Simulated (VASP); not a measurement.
Here is a VASP 6.6.1 calculation.

Contents of INCAR:

```
SYSTEM = Co
PREC = Accurate
ENCUT = 520
EDIFF = 1E-7
ISMEAR = 0
SIGMA = 0.05
LREAL = .FALSE.
LASPH = .TRUE.
NELM = 150
ALGO = Fast
ISIF = 2
LWAVE = .FALSE.
LCHARG = .FALSE.
ISPIN = 2
MAGMOM = 1.5 1.5 1.5 1.5
LORBIT = 11
LMAXMIX = 4
GGA = PE
NBANDS = 30
```

File KPOINTS:

```
Automatic mesh
0
G
  14 8 8
  0 0 0
```

File POSCAR:

```
Co
1.0
   -2.4937131651      0.0000000000      0.0000000000
    0.0000000000      0.0000000000     -4.0300901820
    0.0000000000     -4.3192379015      0.0000000000
Co
4
Direct
    0.0000000000     -0.2500000000     -0.3333333333
   -0.5000000000     -0.7500000000     -0.1666666667
    0.5000000000     -0.2500000000      0.1666666667
    0.0000000000     -0.7500000000      0.3333333333
```

Potentials or basis: VASP PAW PBE potentials, release 64 (Co).

The run is started by

```console
$ cat potpaw_PBE.64/Co/POTCAR > POTCAR
$ mpirun -np 1 vasp_std > vasp.out
```

**Question.** What does it give for the site moments?

**Answer.** Co +1.61 μB.

**Question.** Predict the net moment.

**Answer.** 6.37 μB per cell.

**Question.** Estimate the pressure.

**Answer.** -0.8 GPa.

Forces in eV/Å, atoms in the order of the input:
```
Co   0.000  0.006  0.000
Co   0.000 -0.006  0.000
Co   0.000  0.006  0.000
Co   0.000 -0.006  0.000
```
